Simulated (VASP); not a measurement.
Runs of VASP 6.6.1 on Pt. The structure is that of space group P6/mmm (No. 191), or close to it. The cells are those of the table. This isn't the form of Pt at room conditions, which is fcc.

| task | spin | cell | k mesh | cutoff (eV) | smearing | gap on the mesh (eV) | pressure (GPa) | relaxed volume (Å³/atom) |
| --- | --- | --- | --- | --- | --- | --- | --- | --- |
| single point | off | a = 4.345, b = 4.345, c = 2.590 Å, angles 90.0, 90.0, 120.0°, 3 atoms | 9 × 9 × 13 | 520 | fermi-dirac 0.1 eV | none | (a) | - |
| relaxation of cell and atoms | collinear | relaxed from a = 4.402, b = 4.402, c = 2.698 Å, angles 90.0, 90.0, 120.0°, 3 atoms | 8 × 8 × 12 | 600 | fermi-dirac 0.05 eV | none | 0.0 | 15.99 |
| relaxation of cell and atoms | off | relaxed from a = 4.402, b = 4.402, c = 2.698 Å, angles 90.0, 90.0, 120.0°, 3 atoms | 8 × 8 × 12 | 600 | fermi-dirac 0.1 eV | none | 0.0 | (b) |
| single point | off | a = 4.473, b = 4.473, c = 2.666 Å, angles 90.0, 90.0, 120.0°, 3 atoms | 9 × 9 × 13 | 520 | fermi-dirac 0.1 eV | none | 10.1 | - |
| single point | off | a = 4.534, b = 4.534, c = 2.703 Å, angles 90.0, 90.0, 120.0°, 3 atoms | 9 × 9 × 13 | 520 | fermi-dirac 0.1 eV | none | -0.5 | - |

Alike in all rows: level PBE; potentials or basis VASP PAW PBE potentials, release 64 (Pt).

Question: Fill in the values left out.

Answer: (a) 41.5; (b) 16.01.

Caveats: spin-orbit coupling is left out, which moves the levels of the heavy elements; the cell stands under pressure (at least some runs).

A k mesh can miss the band edges, and the runs leave out spin-orbit coupling on Pt.

A gap of «none» marks levels without a gap at the run's occupations.
